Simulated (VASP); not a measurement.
Runs of VASP 6.6.1 on LiF. The structure is hexagonal, space group P6_3mc (No. 186). Conventional cell: a = 3.081 Å, b = 3.081 Å, c = 4.785 Å, α = 90.00°, β = 90.00°, γ = 120.00°. Within 2.5 Å of Li (site symmetry 3m) lie 4 F at 1.86 to 1.87 Å. Within 2.5 Å of F (site symmetry 3m) lie 4 Li at 1.86 to 1.87 Å. 

```tsv
level	k mesh	smearing	grid for exact exchange (PRECFOCK)	share of exact exchange	screening parameter	gap on the mesh (eV)	largest force (eV/Å)
HSE06	6 × 6 × 2	gaussian 0.01 eV	Normal	0.25	0.2079 1/Å	10.00	-
r2SCAN	6 × 6 × 4	fermi-dirac 0.05 eV	-	-	-	8.68	-
r2SCAN	6 × 6 × 4	gaussian 0.01 eV	-	-	-	8.68	-
PBE-based screened hybrid with 30 % exact exchange	6 × 6 × 2	gaussian 0.01 eV	Normal	0.3	0.1 1/Å	10.91	-
r2SCAN50	6 × 6 × 2	gaussian 0.01 eV	Normal	0.5	-	(a)	0.01
r2SCAN	3 × 3 × 3	gaussian 0.01 eV	-	-	-	8.68	0.01
r2SCAN+rVV10	6 × 6 × 4	gaussian 0.01 eV	-	-	-	(b)	-
r2SCAN+D4	6 × 6 × 4	gaussian 0.01 eV	-	-	-	8.68	-
r2SCAN	6 × 6 × 4, shifted	gaussian 0.01 eV	-	-	-	8.89	-
```

Alike in all rows: task single point; potentials or basis VASP PAW PBE potentials, release 64 (Li_sv, F); no spin polarisation; cell as given; cutoff (eV) 520.

Estimate the missing entries.

(a) 13.92; (b) 8.58.

Caveats: some runs use coarse meshes; the PAW data sets were made with another functional, which shifts forces and pressure a little; a shifted mesh leaves out Γ, where band edges can lie (at least some runs).

A k mesh can miss the band edges.
